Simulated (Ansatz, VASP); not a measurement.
**Two plane-wave programs on C**

INCAR

```
SYSTEM = C
PREC = Accurate
ENCUT = 520
EDIFF = 1E-7
ISMEAR = 0
SIGMA = 0.02
LREAL = .False.
LASPH = .True.
NELM = 120
ALGO = Normal
ISIF = 2
LWAVE = .False.
LCHARG = .False.
GGA = PS
IBRION = 2
NSW = 60
EDIFFG = -0.002
GGA_COMPAT = .False.
NELMIN = 4
```

KPOINTS

```
regular mesh
0
Gamma
  9 9 9
  0 0 0
```

The input POSCAR:

```
C
1.0
    0.0284293211      1.7786094012      1.7786094012
    1.7786094012      0.0284293211      1.7786094012
    1.7786094012      1.7786094012      0.0284293211
C
2
Direct
    0.0000000000      0.0000000000      0.0000000000
    0.2500000000      0.2500000000      0.2500000000
```

Input for Ansatz:

```yaml
crystal:
  lattice:
    - [0.0284293211, 1.7786094012, 1.7786094012]
    - [1.7786094012, 0.0284293211, 1.7786094012]
    - [1.7786094012, 1.7786094012, 0.0284293211]
  atoms:
    - { symbol: C, position: [0.0, 0.0, 0.0] }
    - { symbol: C, position: [0.25, 0.25, 0.25] }
basis:
  ecutwfc: 420
kpoints:
  mp_grid: { grid: [9, 9, 9] }
hamiltonian:
  xc: pbesol
  pseudopotentials: { kind: paw, azcp: { folder: soft_1 } }
scf:
  occupations: { method: gaussian, width: 0.02 }
output:
  forces: true
  stress: true
  eigenvalues: true
relax:
  adjacent_minimum: "off"
  f_tol: 0.002
  max_steps: 40
```

Change from the starting cell: strained cell.

Alike in both runs: task relaxation of the atoms; functional PBEsol; k mesh 9 × 9 × 9; occupations gaussian, width 0.02 eV; no spin polarisation.

|  | VASP | Ansatz |
| --- | --- | --- |
| version | VASP 6.6.1 | Ansatz 0.2.0 |
| potentials or method | VASP PAW PBE potentials, release 64 (C), cutoff 520 eV | scalar-relativistic, plane waves, PAW |
| valence electrons in the cell | 8 | 8 |

Ansatz gave:

```
gap on the k mesh at the Fermi level, each at its own relaxed structure (eV) : 4.06
```

Problem. Which values does VASP return?

Solution. gap on the k mesh at the Fermi level, each at its own relaxed structure (eV): 4.05.

VASP's potentials were made for PBE, not for PBEsol, and Ansatz warns of the same on its side. Ansatz's warnings: stress scf threshold loose.
